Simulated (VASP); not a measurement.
# LiF (Fm-3m) in VASP: further runs, part 2 of 2

VASP 6.6.1. The steps go on from the part before.

## 3. Single point, PBE (strain -4.0%)

Input file INCAR:

```
SYSTEM = LiF
PREC = Accurate
ENCUT = 520
EDIFF = 1E-6
ISMEAR = -1
SIGMA = 0.02
LREAL = .False.
LASPH = .True.
NELM = 80
ALGO = Normal
ISIF = 2
LWAVE = .False.
LCHARG = .True.
GGA = PE
LELF = .True.
LVHAR = .True.
NBANDS = 12
```

Input file KPOINTS:

```
regular mesh
0
Gamma
  10 10 10
  0 0 0
```

Input file POSCAR:

```
LiF
1.0
    0.0000000000      1.9150768680      1.9150768680
    1.9150768680      0.0000000000      1.9150768680
    1.9150768680      1.9150768680      0.0000000000
Li F
1 1
Direct
    0.0000000000      0.0000000000      0.0000000000
    0.5000000000      0.5000000000      0.5000000000
```

Potentials or basis: VASP PAW PBE potentials, release 64 (Li_sv, F).

Launch:

```sh
cat potpaw_PBE.64/Li_sv/POTCAR potpaw_PBE.64/F/POTCAR > POTCAR
mpirun -np 1 vasp_std > vasp.out
```

It took 4.6 s on 1 thread of AMD EPYC 9R45 (Zen 5), shared host; peak memory 0.09 GiB.

Results (log left out):

- Free energy: -9.5074 eV
- Band gap on the k mesh: 10.57 eV

Levels at points of the mesh, in eV from the valence-band top:
```
           k point  band 3  band 4  band 5  band 6  band 7  band 8
(0.00, 0.00, 0.00)    0.00    0.00    0.00   10.57   25.84   25.84
(0.50, 0.00, 0.00)   -3.00   -0.29   -0.29   11.60   18.64   20.11
(0.50, 0.50, 0.00)   -3.72   -1.25   -1.25   16.32   17.17   19.39
```

Caveat: the cell differs from its parent crystal (strain -4.0%); the cutoff is under 1.25 times the usual one of these potentials, so pressure, stress and relaxed cells hold a basis-set (Pulay) error. A k mesh can miss the band edges.

## 4. Single point, PBE (strain -3.0%)

Input file INCAR:

```
PREC = Accurate
ENCUT = 520
EDIFF = 1E-6
ISMEAR = -1
SIGMA = 0.02
LREAL = F
LASPH = T
NELM = 60
ALGO = Normal
ISIF = 2
LWAVE = F
LCHARG = T
GGA = PE
LELF = T
LVHAR = T
NBANDS = 12
```

Input file KPOINTS:

```
regular mesh
0
Gamma
  10 10 10
```

Input file POSCAR:

```
LiF
1.0
    0.0000000000      1.9350255854      1.9350255854
    1.9350255854      0.0000000000      1.9350255854
    1.9350255854      1.9350255854      0.0000000000
Li F
1 1
Direct
    0.0000000000      0.0000000000      0.0000000000
    0.5000000000      0.5000000000      0.5000000000
```

Launch:

```sh
cat potpaw_PBE.64/Li_sv/POTCAR potpaw_PBE.64/F/POTCAR > POTCAR
mpirun -np 1 vasp_std > vasp.out
```

Run time: 4.3 s. Hardware: 1 thread of AMD EPYC 9R45 (Zen 5), shared host; peak memory 0.09 GiB.

Results (log left out):

| Quantity | Value |
| --- | --- |
| Free energy | -9.5514 eV |
| Band gap on the k mesh | 10.24 eV |

Levels at points of the mesh, in eV from the valence-band top:
| k point | band 3 | band 4 | band 5 | band 6 | band 7 | band 8 |
| --- | --- | --- | --- | --- | --- | --- |
| (0.00, 0.00, 0.00) | 0.00 | 0.00 | 0.00 | 10.24 | 25.52 | 25.52 |
| (0.50, 0.00, 0.00) | -2.90 | -0.27 | -0.27 | 11.43 | 18.22 | 19.86 |
| (0.50, 0.50, 0.00) | -3.56 | -1.19 | -1.19 | 15.99 | 17.03 | 18.98 |

Caveat: the cell differs from its parent crystal (strain -3.0%); the cutoff is under 1.25 times the usual one of these potentials, so pressure, stress and relaxed cells hold a basis-set (Pulay) error. A k mesh can miss the band edges.

## 5. Single point, PBE (strain -2.0%)

Input file INCAR:

```
SYSTEM = LiF
ALGO = Normal
EDIFF = 1E-7
ENCUT = 520
GGA = PE
ISIF = 2
ISMEAR = -1
LASPH = .TRUE.
LCHARG = .FALSE.
LREAL = .FALSE.
LWAVE = .FALSE.
NBANDS = 12
NELM = 100
PREC = Accurate
SIGMA = 0.02
```

Input file KPOINTS:

```
k-points
0
G
  10 10 10
  0 0 0
```

Input file POSCAR:

```
LiF
1.0
    0.0000000000      1.9549743028      1.9549743028
    1.9549743028      0.0000000000      1.9549743028
    1.9549743028      1.9549743028      0.0000000000
Li F
1 1
Direct
    0.0000000000      0.0000000000      0.0000000000
    0.5000000000      0.5000000000      0.5000000000
```

Potentials or basis: VASP PAW PBE potentials, release 64 (Li_sv, F).

Launch:

```sh
cat potpaw_PBE.64/Li_sv/POTCAR potpaw_PBE.64/F/POTCAR > POTCAR
mpirun -np 1 vasp_std > vasp.out
```

OUTCAR:

```text
SYSTEM = LiF
   EDIFF = 1E-7
   ENCUT = 520
   GGA = PE
   ISIF = 2
   ISMEAR = -1
   LASPH = .TRUE.
   LREAL = .FALSE.
   NELM = 100
   PREC = Accurate

 ion  position               nearest neighbor table
   1  0.000  0.000  0.000-   2 1.95   2 1.95   2 1.95   2 1.95   2 1.95   2 1.95
   2  0.500  0.500  0.500-   1 1.95   1 1.95   1 1.95   1 1.95   1 1.95   1 1.95

  LATTYP: Found a face centered cubic cell.
 ALAT       =     3.9099486056

  Lattice vectors:

[... 548 lines left out ...]

  FORCE on cell =-STRESS in cart. coord.  units (eV):
  Direction    XX          YY          ZZ          XY          YZ          ZX
  --------------------------------------------------------------------------------------
  -------------------------------------------------------------------------------------
  Total        0.9149662      0.9149662      0.9149662     -0.0000000      0.0000000      0.0000000
  in kB       98.0985280     98.0985280     98.0985280     -0.0000000      0.0000000      0.0000000
  external PRESSURE =      98.0985280 kB  Pullay stress =       0.0000000 kB

 VOLUME and BASIS-vectors are now :
 -----------------------------------------------------------------------------
  energy-cutoff  :      520.00
  volume of cell :       14.94
      direct lattice vectors                 reciprocal lattice vectors
     0.000000000  1.954974303  1.954974303    -0.255757837  0.255757837  0.255757837
     1.954974303  0.000000000  1.954974303     0.255757837 -0.255757837  0.255757837
     1.954974303  1.954974303  0.000000000     0.255757837  0.255757837 -0.255757837

 POSITION                                       TOTAL-FORCE (eV/Angst)
 -----------------------------------------------------------------------------------
      0.00000      0.00000      0.00000        -0.000000     -0.000000      0.000000
      1.95497      1.95497      1.95497         0.000000      0.000000     -0.000000
 -----------------------------------------------------------------------------------
    total drift:                               -0.000000     -0.000000      0.000000

  FREE ENERGIE OF THE ION-ELECTRON SYSTEM (eV)
  ---------------------------------------------------
  free  energy   TOTEN  =        -9.5855242287 eV

  energy  without entropy=       -9.5855242286  energy(sigma->0) =       -9.58552423
```

OSZICAR:

```text
N       E                     dE             d eps       ncg     rms          rms(c)
DAV:   1     0.319655465553E+02    0.31966E+02   -0.54807E+03  1180   0.865E+02
DAV:   2    -0.904751392469E+01   -0.41013E+02   -0.40173E+02  1356   0.192E+02
DAV:   3    -0.100881406424E+02   -0.10406E+01   -0.10370E+01  1444   0.267E+01
DAV:   4    -0.100991524541E+02   -0.11012E-01   -0.11011E-01  1288   0.275E+00
DAV:   5    -0.100992500106E+02   -0.97557E-04   -0.97556E-04  1440   0.211E-01    0.455E+00
DAV:   6    -0.957475878362E+01    0.52449E+00   -0.23567E+00  1260   0.982E+00    0.133E+00
DAV:   7    -0.957902926951E+01   -0.42705E-02   -0.22127E-02  1456   0.130E+00    0.846E-01
DAV:   8    -0.958544953583E+01   -0.64203E-02   -0.13655E-02  1384   0.122E+00    0.107E-01
DAV:   9    -0.958545735600E+01   -0.78202E-05   -0.92451E-04  1296   0.277E-01    0.412E-02
DAV:  10    -0.958552200339E+01   -0.64647E-04   -0.11228E-04  1280   0.856E-02    0.157E-02
DAV:  11    -0.958552325509E+01   -0.12517E-05   -0.59405E-06  1400   0.228E-02    0.342E-03
DAV:  12    -0.958552425155E+01   -0.99646E-06   -0.46433E-07  1336   0.600E-03    0.891E-04
DAV:  13    -0.958552422865E+01    0.22901E-07   -0.92343E-08  1104   0.267E-03
   1 F= -.95855242E+01 E0= -.95855242E+01  d E =-.875876E-13
```

Wall time 6.5 s (1 thread of AMD EPYC 9R45 (Zen 5), shared host); peak memory 0.1 GiB.

What came out:

```
Free energy            : -9.5855 eV
Band gap on the k mesh : 9.93 eV
```

Caveat: the cell differs from its parent crystal (strain -2.0%); the cutoff is under 1.25 times the usual one of these potentials, so pressure, stress and relaxed cells hold a basis-set (Pulay) error. A k mesh can miss the band edges.

## 6. The runs side by side

| cell | k mesh | smearing | gap on the mesh (eV) |
| --- | --- | --- | --- |
| a = 2.934 Å, angles 60.0°, 2 atoms | 6 × 6 × 6 | gaussian 0.01 eV | 8.34 |
| a = 2.708 Å, angles 60.0°, 2 atoms | 10 × 10 × 10 | fermi-dirac 0.02 eV | 10.57 |
| a = 2.737 Å, angles 60.0°, 2 atoms | 10 × 10 × 10 | fermi-dirac 0.02 eV | 10.24 |
| a = 2.765 Å, angles 60.0°, 2 atoms | 10 × 10 × 10 | fermi-dirac 0.02 eV | 9.93 |

Alike in all rows: task single point; level PBE; potentials or basis VASP PAW PBE potentials, release 64 (Li_sv, F); no spin polarisation; cutoff (eV) 520.

Caveats: some runs use coarse meshes; the cutoff is under 1.25 times the usual one of these potentials, so pressure, stress and relaxed cells hold a basis-set (Pulay) error.

Total energies depend on the potentials used, so only differences within one code and one set of settings carry meaning.
